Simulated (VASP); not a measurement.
# Ca in VASP: notebook, part 2 of 2

VASP 6.6.1. Earlier steps stand in the parts before.

**3. Single point, PBE (the cell strained at random)**

Contents of INCAR:

```
PREC = Accurate ; ENCUT = 520
EDIFF = 1E-7 ; ISMEAR = 0
SIGMA = 0.1 ; LREAL = False
LASPH = True ; NELM = 100
ALGO = Fast ; ISIF = 2
LWAVE = False ; LCHARG = False
GGA = PE ; NBANDS = 11
```

Contents of KPOINTS:

```
Automatic mesh
0
Gamma
  10 10 10
```

Contents of POSCAR:

```
Ca
1.0
    3.6397151595      0.0195364755      0.0002093194
    0.0195364755      3.6830442713     -0.0298977848
    0.0002093194     -0.0298977848      3.6217136928
Ca
1
Direct
    0.0000000000      0.0000000000      0.0000000000
```

Potentials or basis: VASP PAW PBE potentials, release 64 (Ca_sv).

Launch:

```
$ cat potpaw_PBE.64/Ca_sv/POTCAR > POTCAR
$ mpirun -np 1 vasp_std > vasp.out
```

OUTCAR:

```text
PREC = Accurate
   ENCUT = 520
   EDIFF = 1E-7
   ISMEAR = 0
   LREAL = False
   LASPH = True
   NELM = 100
   ISIF = 2
   GGA = PE

 ion  position               nearest neighbor table
   1  0.000  0.000  0.000-

  LATTYP: Found a triclinic cell.
 ALAT       =     6.3073686947
 B/A-ratio  =     0.5770659324
 C/A-ratio  =     0.5742231471
 COS(alpha) =     0.0000709919
 COS(beta)  =     0.5647040770
 COS(gamma) =     0.5833380184

  Lattice vectors:

 A1 = (  -3.6594609544,  -3.6726829620,  -3.5920252274)
 A2 = (  -3.6397151595,  -0.0195364755,  -0.0002093194)
 A3 = (  -0.0002093194,   0.0298977848,  -3.6217136928)

Analysis of symmetry for initial positions (statically):
=====================================================================
 Subroutine PRICEL returns:
 Original cell was already a primitive cell.

 Routine SETGRP: Setting up the symmetry group for a
 triclinic supercell.

 Subroutine GETGRP returns: Found  2 space group operations
 (whereof  2 operations were pure point group operations)
 out of a pool of  2 trial point group operations.

The static configuration has the point symmetry S_2 .

Analysis of symmetry for dynamics (positions and initial velocities):
=====================================================================
 Subroutine PRICEL returns:
 Original cell was already a primitive cell.

 Routine SETGRP: Setting up the symmetry group for a
 triclinic supercell.

 Subroutine GETGRP returns: Found  2 space group operations
 (whereof  2 operations were pure point group operations)
 out of a pool of  2 trial point group operations.

The dynamic configuration has the point symmetry S_2 .

 Subroutine INISYM returns: Found  2 space group operations
 (whereof  2 operations are pure point group operations),
 and found     1 'primitive' translations

----------------------------------------------------------------------------------------

[... 111 lines left out ...]
  volume/ion in A,a.u.               =      48.55       327.60
  Fermi-wavevector in a.u.,A,eV,Ry     =   0.966850  1.827082 12.718716  0.934799
  Thomas-Fermi vector in A             =   2.096686
   LORBIT       =      0    0 simple, 1 ext, 2 COOP (PROOUT), +10 PAW based schemes
   GGA     = PE    functional components
   LHFCALC =     F    Hartree Fock is set to
   AEXX    =    0.0000 exact exchange contribution
   IVDW    =     0    specifies the selected vdW correction
   LEPSILON=     F    determine dielectric tensor
   LRPA    =     F    only Hartree local field effects (RPA)
 non-spin polarized calculation
 RMM-DIIS sequential band-by-band and
 Gauss-broadening in eV      SIGMA  =   0.10
  energy-cutoff  :      520.00
  volume of cell :       48.55
 maximum number of plane-waves:      1336
   NGX = 13   NGY = 13   NGZ = 13

 number of electron      10.0000003 magnetization

 Free energy of the ion-electron system (eV)
  ---------------------------------------------------
  ext. energy  EPLUGINS =         0.00000000
  ---------------------------------------------------
  free energy    TOTEN  =        -1.52343261 eV

  energy without entropy =       -1.51778779  energy(sigma->0) =       -1.52061020

 E-fermi :   1.3776     XC(G=0):  -7.2904

 val. band max:        1.3764518896   @ k =  -0.4000   0.5000   0.2000
 cond. band min:       1.3776299186   @ k =   0.4000   0.5000   0.2000
 fundamental gap:      0.0011780290
 Fermi energy:         1.3776192199

 k-point     1 :       0.0000    0.0000    0.0000
  band No.  band energies     occupation
      1     -41.0748      2.00000
      2     -21.9916      2.00000
      3     -21.9841      2.00000
      4     -21.9806      2.00000
      5      -2.3143      2.00000
      6       2.1865      0.00000
      7       2.1882      0.00000
      8       5.0384      0.00000
      9       5.0517      0.00000
     10       5.0862      0.00000
     11       9.0045      0.00000
[... 309 lines left out ...]
 k-point    24 :      -0.3000    0.2000    0.0000
  band No.  band energies     occupation
      1     -41.0640      2.00000
      2     -22.0753      2.00000
      3     -22.0277      2.00000
      4     -21.9690      2.00000
      5      -0.7453      2.00000
      6       2.1860      0.00000
      7       2.6059      0.00000
      8       3.7766      0.00000
      9       4.3973      0.00000
     10       4.7747      0.00000
     11       6.7163      0.00000

 [... further k-points ...]
[... 5 lines left out ...]
  --------------------------------------------------------------------------------------
  -------------------------------------------------------------------------------------
  Total       -0.2838621     -0.4048839     -0.2223561      0.0221045     -0.0344574     -0.0004454
  in kB       -9.3685203    -13.3626970     -7.3385913      0.7295307     -1.1372233     -0.0147003
  external PRESSURE =     -10.0232695 kB  Pullay stress =       0.0000000 kB

 VOLUME and BASIS-vectors are now :
 -----------------------------------------------------------------------------
  energy-cutoff  :      520.00
  volume of cell :       48.55
      direct lattice vectors                 reciprocal lattice vectors
     3.639715160  0.019536476  0.000209319     0.274754600 -0.001457645 -0.000027913
     0.019536476  3.683044271 -0.029897785    -0.001457645  0.271540450  0.002241691
     0.000209319 -0.029897785  3.621713693    -0.000027913  0.002241691  0.276130891

 POSITION                                       TOTAL-FORCE (eV/Angst)
 -----------------------------------------------------------------------------------
      0.00000      0.00000      0.00000         0.000000      0.000000      0.000000
 -----------------------------------------------------------------------------------
    total drift:                               -0.000000     -0.000000     -0.000000

  FREE ENERGIE OF THE ION-ELECTRON SYSTEM (eV)
  ---------------------------------------------------
  free  energy   TOTEN  =        -1.5234326117 eV

  energy  without entropy=       -1.5177877883  energy(sigma->0) =       -1.52061020
```

stdout:

```text
POSCAR found type information on POSCAR Ca
 POSCAR found :  1 types and       1 ions
 scaLAPACK will be used
 LDA part: xc-table for (Slater+PW92), standard interpolation
 POSCAR, INCAR and KPOINTS ok, starting setup
 FFT: planning ... GRIDC
 FFT: planning ... GRID_SOFT
 FFT: planning ... GRID
 WAVECAR not read
 entering main loop
WARNING in EDDRMM: call to ZHEGV failed, returncode =   6  3      5
WARNING in EDDRMM: call to ZHEGV failed, returncode =   8  4      8
WARNING in EDDRMM: call to ZHEGV failed, returncode =   8  4     11
WARNING in EDDRMM: call to ZHEGV failed, returncode =   6  3      9
WARNING in EDDRMM: call to ZHEGV failed, returncode =   6  3      5
WARNING in EDDRMM: call to ZHEGV failed, returncode =   8  4      5
WARNING in EDDRMM: call to ZHEGV failed, returncode =   8  4      5
WARNING in EDDRMM: call to ZHEGV failed, returncode =   6  3      6
WARNING in EDDRMM: call to ZHEGV failed, returncode =   6  3      7
WARNING in EDDRMM: call to ZHEGV failed, returncode =   6  3      7
```

Run time: 4.3 min. Hardware: 1 thread of Intel Xeon Platinum 8175M at 2.50GHz (Skylake/Cascade Lake), shared host; peak memory 0.37 GiB.

What came out:

| Item | Value |
| --- | --- |
| Free energy | -1.5234 eV |
| Pressure | -1.0 GPa |
| Band gap on the k mesh | zero (bands 5 and 6 overlap by 1.23 eV) |

Caveat: the cell differs from its parent crystal (the cell strained at random).
